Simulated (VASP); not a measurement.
Set up this calculation in VASP 6.6.1, as the native input.

```
Task                   : single point
Functional             : PBE
Potentials or basis    : VASP PAW PBE potentials, release 64 (Ba_sv, S)
Cutoff                 : 500 eV
k mesh                 : 8 × 8 × 8
Occupations            : gaussian, width 0.02 eV
Spin                   : no spin polarisation
Dipole correction      : no
Further INCAR settings : ALGO = Normal; EDIFF = 1e-06; NBANDS = 15
```

The structure of BaS lies in POSCAR:

```
BaS
1.0
    0.0000000000      3.2146969988      3.2146969988
    3.2146969988      0.0000000000      3.2146969988
    3.2146969988      3.2146969988      0.0000000000
Ba S
1 1
Direct
    0.0000000000      0.0000000000      0.0000000000
    0.5000000000      0.5000000000      0.5000000000
```

One way to write it, as run:

INCAR

```
SYSTEM = BaS
PREC = Accurate ; ENCUT = 500
EDIFF = 1E-6 ; ISMEAR = 0
SIGMA = 0.02 ; LREAL = .FALSE.
LASPH = .TRUE. ; NELM = 120
ALGO = Normal ; ISIF = 2
LWAVE = .FALSE. ; LCHARG = .FALSE.
GGA = PE ; NBANDS = 15
GGA_COMPAT = .FALSE.
```

KPOINTS

```
Automatic mesh
0
G
  8 8 8
  0 0 0
```

Potentials or basis: VASP PAW PBE potentials, release 64 (Ba_sv, S).

Run with:

```bash
$ cat potpaw_PBE.64/Ba_sv/POTCAR potpaw_PBE.64/S/POTCAR > POTCAR
$ mpirun -np 1 vasp_std > vasp.out
```

It gave:

```
Pressure               : 0.5 GPa
Band gap on the k mesh : 2.14 eV (least direct gap 2.29 eV)
```

Caveat: spin-orbit coupling is left out, which moves the levels of the heavy elements.

It took 38 s on 1 thread of AMD EPYC 7R43 64-Core Processor (Zen 3) (shared host), peak memory 0.17 GiB.
